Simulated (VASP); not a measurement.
# Re (Im-3m) in VASP: single point with PBE

Aim: the single point of Re with PBE.

All numbers are computed with VASP 6.6.1; they aren't measurements. Logs are shortened: lines on timing, memory, paths and dates and some standing lists are left out, and cuts for length are marked.

### Step 1. The cell of the first run

The structure is cubic, space group Im-3m (No. 229). Conventional cell: a = 3.151 Å, b = 3.151 Å, c = 3.151 Å, α = 90.00°, β = 90.00°, γ = 90.00°. Re (site symmetry m-3m) has 14 Re at 2.73 to 3.15 Å within 3.6 Å.

### Step 2. Single point, PBE

Input file INCAR:

```
PREC = Accurate
ENCUT = 520
EDIFF = 1E-6
ISMEAR = 0
SIGMA = 0.05
LREAL = False
LASPH = True
NELM = 60
ALGO = Normal
ISIF = 2
LWAVE = False
LCHARG = True
GGA = PE
LELF = True
LVHAR = True
NBANDS = 10
```

Input file KPOINTS:

```
regular mesh
0
Gamma
  8 8 8
```

Input file POSCAR:

```
Re
1.0
   -1.5753253033      1.5753253033      1.5753253033
    1.5753253033     -1.5753253033      1.5753253033
    1.5753253033      1.5753253033     -1.5753253033
Re
1
Direct
    0.0000000000      0.0000000000      0.0000000000
```

Potentials or basis: VASP PAW PBE potentials, release 64 (Re).

Run with:

```bash
$ cat potpaw_PBE.64/Re/POTCAR > POTCAR
$ mpirun -np 1 vasp_std > vasp.out
```

OUTCAR:

```text
PREC = Accurate
   ENCUT = 520
   EDIFF = 1E-6
   ISMEAR = 0
   LREAL = False
   LASPH = True
   NELM = 60
   ISIF = 2
   GGA = PE

 ion  position               nearest neighbor table
   1  0.000  0.000  0.000-

  LATTYP: Found a body centered cubic cell.
 ALAT       =     3.1506506066

  Lattice vectors:

 A1 = (  -1.5753253033,   1.5753253033,   1.5753253033)
 A2 = (   1.5753253033,  -1.5753253033,   1.5753253033)
 A3 = (   1.5753253033,   1.5753253033,  -1.5753253033)

Analysis of symmetry for initial positions (statically):
=====================================================================
 Subroutine PRICEL returns:
 Original cell was already a primitive cell.

 Routine SETGRP: Setting up the symmetry group for a
 body centered cubic supercell.

 Subroutine GETGRP returns: Found 48 space group operations
 (whereof 48 operations were pure point group operations)
 out of a pool of 48 trial point group operations.

The static configuration has the point symmetry O_h .

Analysis of symmetry for dynamics (positions and initial velocities):
=====================================================================
 Subroutine PRICEL returns:
 Original cell was already a primitive cell.

 Routine SETGRP: Setting up the symmetry group for a
 body centered cubic supercell.

 Subroutine GETGRP returns: Found 48 space group operations
 (whereof 48 operations were pure point group operations)
 out of a pool of 48 trial point group operations.

The dynamic configuration has the point symmetry O_h .

 Subroutine INISYM returns: Found 48 space group operations
 (whereof 48 operations are pure point group operations),
 and found     1 'primitive' translations

----------------------------------------------------------------------------------------

                                     Primitive cell

  volume of cell :      15.6376

  direct lattice vectors                    reciprocal lattice vectors
    -1.575325303  1.575325303  1.575325303     0.000000000  0.317394762  0.317394762
     1.575325303 -1.575325303  1.575325303     0.317394762  0.000000000  0.317394762
     1.575325303  1.575325303 -1.575325303     0.317394762  0.317394762  0.000000000

  length of vectors
     2.728543464  2.728543464  2.728543464     0.448863977  0.448863977  0.448863977

  position of ions in fractional coordinates (direct lattice)
     0.000000000  0.000000000  0.000000000

  ion indices of the primitive-cell ions
   primitive index   ion index
                 1           1

----------------------------------------------------------------------------------------

 KPOINTS: regular mesh

Automatic generation of k-mesh.
 Grid dimensions read from file:
 generate k-points for:    8    8    8

 Generating k-lattice:

  Cartesian coordinates                     Fractional coordinates (reciprocal lattice)
     0.000000000  0.039674345  0.039674345     0.125000000  0.000000000  0.000000000
     0.039674345  0.000000000  0.039674345     0.000000000  0.125000000  0.000000000
     0.039674345  0.039674345  0.000000000     0.000000000  0.000000000  0.125000000

  Length of vectors
     0.056107997  0.056107997  0.056107997

  Shift w.r.t. Gamma in fractional coordinates (k-lattice)
     0.000000000  0.000000000  0.000000000

 Subroutine IBZKPT returns following result:
 ===========================================

 Found     29 irreducible k-points:

 Following reciprocal coordinates:
            Coordinates               Weight
  0.000000  0.000000  0.000000      1.000000
  0.125000  0.000000  0.000000     12.000000
  0.250000  0.000000  0.000000     12.000000
  0.375000  0.000000  0.000000     12.000000
  0.500000  0.000000  0.000000      6.000000
  0.125000  0.125000  0.000000     24.000000
[... 16 lines left out ...]
 -0.250000  0.250000  0.250000      6.000000
 -0.375000  0.375000  0.250000     24.000000
 [... further k-points ...]
   k-points           NKPTS =     29   k-points in BZ     NKDIM =     29   number of bands    NBANDS=     10
   number of dos      NEDOS =    301   number of ions     NIONS =      1
   total plane-waves  NPLWV =   8000
   dimension x,y,z NGX =    20 NGY =   20 NGZ =   20
   dimension x,y,z NGXF=    40 NGYF=   40 NGZF=   40
   ions per type =               1
   NGX,Y,Z   is equivalent  to a cutoff of  12.19, 12.19, 12.19 a.u.
   NGXF,Y,Z  is equivalent  to a cutoff of  24.37, 24.37, 24.37 a.u.
 SYSTEM =  unknown system
   PREC   = accura    normal or accurate (medium, high low for compatibility)
   ISTART =      0    job   : 0-new  1-cont  2-samecut
   ICHARG =      2    charge: 1-file 2-atom 10-const
   ISPIN  =      1    spin polarized calculation?
   LNONCOLLINEAR =      F non collinear calculations
   LSORBIT =      F    spin-orbit coupling
   LASPH  =      T    aspherical Exc in radial PAW
   ENCUT  =  520.0 eV  38.22 Ry    6.18 a.u.   5.07  5.07  5.07*2*pi/ulx,y,z
   NELM   =     60;   NELMIN=  2; NELMDL= -5     # of ELM steps
   EDIFF  = 0.1E-05   stopping-criterion for ELM
   LREAL  =      F    real-space projection
   EDIFFG = 0.1E-04   stopping-criterion for IOM
   NSW    =      0    number of steps for IOM
   IBRION =     -1    ionic relax: 0-MD 1-quasi-New 2-CG
   NFREE  =      0    steps in history (QN), initial steepest desc. (CG)
   ISIF   =      2    stress and relaxation
   ISYM   =      2    0-nonsym 1-usesym 2-fastsym
   POTIM  = 0.5000    time-step for ionic-motion
   TEBEG  =    0.0;   TEEND  =   0.0 temperature during run
   PSTRESS=    0.0 pullay stress
   NELECT =       7.0000    total number of electrons
   NUPDOWN=      -1.0000    fix difference up-down
   EMIN   =  10.00;   EMAX   =-10.00  energy-range for DOS
   EFERMI =   0.00;   METHOD = LEGACY
   ISMEAR =     0;   SIGMA  =   0.05  broadening in eV -4-tet -1-fermi 0-gaus
   EFERMI_NEDOS =   21; number of points for ismear=-14 and -15
   IALGO  =     38    algorithm
   IMIX   =      4    mixing-type and parameters
     AMIX     =   0.40;   BMIX     =  1.00
     AMIX_MAG =   1.60;   BMIX_MAG =  1.00
  volume/ion in A,a.u.               =      15.64       105.53
  Fermi-wavevector in a.u.,A,eV,Ry     =   1.252326  2.366552 21.338282  1.568319
  Thomas-Fermi vector in A             =   2.386231
   LORBIT       =      0    0 simple, 1 ext, 2 COOP (PROOUT), +10 PAW based schemes
   GGA     = PE    functional components
   LHFCALC =     F    Hartree Fock is set to
   AEXX    =    0.0000 exact exchange contribution
   IVDW    =     0    specifies the selected vdW correction
   LEPSILON=     F    determine dielectric tensor
   LRPA    =     F    only Hartree local field effects (RPA)
 non-spin polarized calculation
 Gauss-broadening in eV      SIGMA  =   0.05
  energy-cutoff  :      520.00
  volume of cell :       15.64
 maximum number of plane-waves:       429
   NGX = 11   NGY = 11   NGZ = 11

 number of electron       7.0000001 magnetization

 Free energy of the ion-electron system (eV)
  ---------------------------------------------------
  ext. energy  EPLUGINS =         0.00000000
  ---------------------------------------------------
  free energy    TOTEN  =       -12.10299558 eV

  energy without entropy =      -12.10248926  energy(sigma->0) =      -12.10274242

 E-fermi :   7.9688     XC(G=0): -13.3965

 val. band max:        7.9350677917   @ k =  -0.2500   0.2500   0.2500
 cond. band min:       8.0711424936   @ k =   0.2500   0.1250   0.0000
 fundamental gap:      0.1360747019
 Fermi energy:         7.9688023501

 k-point     1 :       0.0000    0.0000    0.0000
  band No.  band energies     occupation
      1      -2.2838      2.00000
      2       5.5128      2.00000
      3       5.5128      2.00000
      4       5.5128      2.00000
      5       8.7380      0.00000
      6       8.7380      0.00000
      7      23.4717      0.00000
      8      23.4717      0.00000
      9      23.4717      0.00000
     10      34.7763      0.00000

 k-point     2 :       0.1250    0.0000    0.0000
  band No.  band energies     occupation
      1      -1.5884      2.00000
      2       5.1461      2.00000
      3       5.4202      2.00000
      4       6.1874      2.00000
      5       8.2960      0.00000
      6       8.7657      0.00000
      7      23.8809      0.00000
      8      24.6316      0.00000
      9      24.6427      0.00000
     10      31.0495      0.00000

 k-point     3 :       0.2500    0.0000    0.0000
  band No.  band energies     occupation
      1       0.0504      2.00000
      2       4.3633      2.00000
      3       5.1148      2.00000
      4       8.0752      0.00261
      5       8.1715      0.00000
      6       8.9229      0.00000
      7      23.1122      0.00000
      8      23.7520      0.00000
      9      27.7531      0.00000
     10      30.3306      0.00000

 k-point     4 :       0.3750    0.0000    0.0000
  band No.  band energies     occupation
      1       0.9901      2.00000
      2       3.6874      2.00000
      3       6.2047      2.00000
      4       8.6260      0.00000
      5       9.2333      0.00000
      6      10.6223      0.00000
      7      19.5570      0.00000
      8      20.8822      0.00000
      9      26.7145      0.00000
     10      31.8486      0.00000

 k-point     5 :       0.5000    0.0000    0.0000
  band No.  band energies     occupation
      1       1.0003      2.00000
      2       3.4313      2.00000
      3       7.9342      1.67216
      4       8.6025      0.00000
      5       9.4215      0.00000
      6      12.1102      0.00000
      7      17.2304      0.00000
      8      19.8928      0.00000
      9      24.3895      0.00000
     10      31.3625      0.00000

 k-point     6 :       0.1250    0.1250    0.0000
  band No.  band energies     occupation
      1      -0.3615      2.00000
      2       4.7582      2.00000
      3       4.8573      2.00000
      4       7.6257      2.00000
      5       7.8629      1.99726
      6       9.0327      0.00000
      7      24.3939      0.00000
      8      24.5480      0.00000
      9      25.8944      0.00000
     10      29.2926      0.00000

 k-point     7 :       0.2500    0.1250    0.0000
  band No.  band energies     occupation
      1       1.1998      2.00000
      2       4.0383      2.00000
      3       4.7966      2.00000
      4       8.0711      0.00380
      5       9.3182      0.00000
      6      10.1499      0.00000
      7      21.0910      0.00000
      8      22.8703      0.00000
      9      26.3787      0.00000
     10      28.3167      0.00000

 k-point     8 :       0.3750    0.1250    0.0000
  band No.  band energies     occupation
      1       1.5105      2.00000
      2       3.6153      2.00000
      3       6.2462      2.00000
      4       8.5063      0.00000
      5       9.6857      0.00000
      6      12.6942      0.00000
      7      17.4262      0.00000
      8      20.8350      0.00000
      9      23.9949      0.00000
     10      31.0754      0.00000

 k-point     9 :       0.2500    0.2500    0.0000
  band No.  band energies     occupation
      1       2.3261      2.00000
      2       3.8136      2.00000
      3       4.7874      2.00000
      4       8.3631      0.00000
      5       9.4514      0.00000
      6      13.2594      0.00000
      7      17.8698      0.00000
      8      21.4604      0.00000
      9      24.0995      0.00000
     10      28.9045      0.00000
[... 118 lines left out ...]
 k-point    19 :       0.5000    0.5000    0.1250
  band No.  band energies     occupation
      1       1.5854      2.00000
      2       4.1323      2.00000
      3       5.7311      2.00000
      4       7.5913      2.00000
      5      11.7427      0.00000
      6      11.9792      0.00000
      7      17.0199      0.00000
      8      21.8095      0.00000
      9      23.3794      0.00000
     10      29.8929      0.00000

 k-point    20 :      -0.3750    0.5000    0.1250
  band No.  band energies     occupation
      1       2.4651      2.00000
      2       4.0228      2.00000
      3       4.8406      2.00000
      4       7.7133      2.00000
      5      10.2400      0.00000
      6      13.5502      0.00000
      7      17.4920      0.00000
      8      21.4287      0.00000
      9      25.0303      0.00000
     10      28.8316      0.00000

 k-point    21 :      -0.3750   -0.3750    0.1250
  band No.  band energies     occupation
      1       3.6486      2.00000
      2       3.6487      2.00000
      3       3.7201      2.00000
      4       9.3288      0.00000
      5       9.3288      0.00000
      6      15.7123      0.00000
      7      17.7162      0.00000
      8      17.7162      0.00000
      9      28.5323      0.00000
     10      28.6050      0.00000

 k-point    22 :       0.2500    0.2500    0.2500
  band No.  band energies     occupation
      1       4.0439      2.00000
      2       4.0439      2.00000
      3       4.0439      2.00000
      4       9.5519      0.00000
      5       9.5520      0.00000
      6      13.7416      0.00000
      7      19.0016      0.00000
      8      19.0016      0.00000
      9      19.0016      0.00000
     10      34.6995      0.00000

 k-point    23 :      -0.2500    0.2500    0.2500
  band No.  band energies     occupation
      1       1.9957      2.00000
      2       4.3131      2.00000
      3       6.2710      2.00000
      4       6.2710      2.00000
      5       7.9351      1.66000
      6       9.9284      0.00000
      7      22.3875      0.00000
      8      26.2862      0.00000
      9      26.2862      0.00000
     10      27.1577      0.00000

 k-point    24 :      -0.3750    0.3750    0.2500
  band No.  band energies     occupation
      1       2.6452      2.00000
      2       3.3503      2.00000
      3       6.2799      2.00000
      4       7.0657      2.00000
      5      10.0744      0.00000
      6      11.0979      0.00000
      7      20.4451      0.00000
      8      23.0101      0.00000
      9      24.6491      0.00000
     10      28.1584      0.00000

 [... further k-points ...]
[... 5 lines left out ...]
  --------------------------------------------------------------------------------------
  -------------------------------------------------------------------------------------
  Total       -1.2140577     -1.2140577     -1.2140577     -0.0000000     -0.0000000      0.0000000
  in kB     -124.3881946   -124.3881946   -124.3881946     -0.0000000     -0.0000000      0.0000000
  external PRESSURE =    -124.3881946 kB  Pullay stress =       0.0000000 kB

 VOLUME and BASIS-vectors are now :
 -----------------------------------------------------------------------------
  energy-cutoff  :      520.00
  volume of cell :       15.64
      direct lattice vectors                 reciprocal lattice vectors
    -1.575325303  1.575325303  1.575325303     0.000000000  0.317394762  0.317394762
     1.575325303 -1.575325303  1.575325303     0.317394762  0.000000000  0.317394762
     1.575325303  1.575325303 -1.575325303     0.317394762  0.317394762  0.000000000

 POSITION                                       TOTAL-FORCE (eV/Angst)
 -----------------------------------------------------------------------------------
      0.00000      0.00000      0.00000        -0.000000     -0.000000      0.000000
 -----------------------------------------------------------------------------------
    total drift:                                0.000000     -0.000000      0.000000

  FREE ENERGIE OF THE ION-ELECTRON SYSTEM (eV)
  ---------------------------------------------------
  free  energy   TOTEN  =       -12.1029955778 eV

  energy  without entropy=      -12.1024892566  energy(sigma->0) =      -12.10274242
```

Run time: 7.3 s. Hardware: 1 thread of AMD EPYC 7R13, shared host; peak memory 0.09 GiB.

Results:

- Free energy: -12.1030 eV
- Pressure: -12.4 GPa

Caveat: spin-orbit coupling is left out, which moves the levels of the heavy elements.
